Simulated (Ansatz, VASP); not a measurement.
## Two plane-wave programs on NaF

```
CELL_PARAMETERS angstrom
2.29707 2.29707 0.00000
-2.29707 2.29707 0.00000
0.00000 2.29707 2.29707
ATOMIC_POSITIONS crystal
Na 0.00000 0.00000 0.00000
F 0.50000 0.50000 0.00000
```

Alike in both runs: functional r2SCAN; k mesh 12 × 12 × 12; occupations fermi-dirac, width 0.05 eV; no spin polarisation.

Ansatz relaxed the structure, and its values are those at the end. VASP's run is a single point on that final structure, the one shown.

```csv
,VASP,Ansatz
version,VASP 6.6.1,Ansatz 0.2.0
potentials or method,"VASP PAW PBE potentials, release 64 (Na_pv, F)","PAW with Ansatz's default frozen-core files, scalar-relativistic"
plane-wave cutoff (eV),520,500
valence electrons in the cell,14,16
```

Ansatz gave:

```
pressure (GPa) : 0.0
```

Question: Which values does VASP return?

Answer: Pressure (GPa): -0.9.

VASP's potentials were made for PBE, not for r2SCAN. VASP's potentials hold 14 valence electrons a cell and Ansatz's 16, so a difference there can come from the potentials and not from the codes.
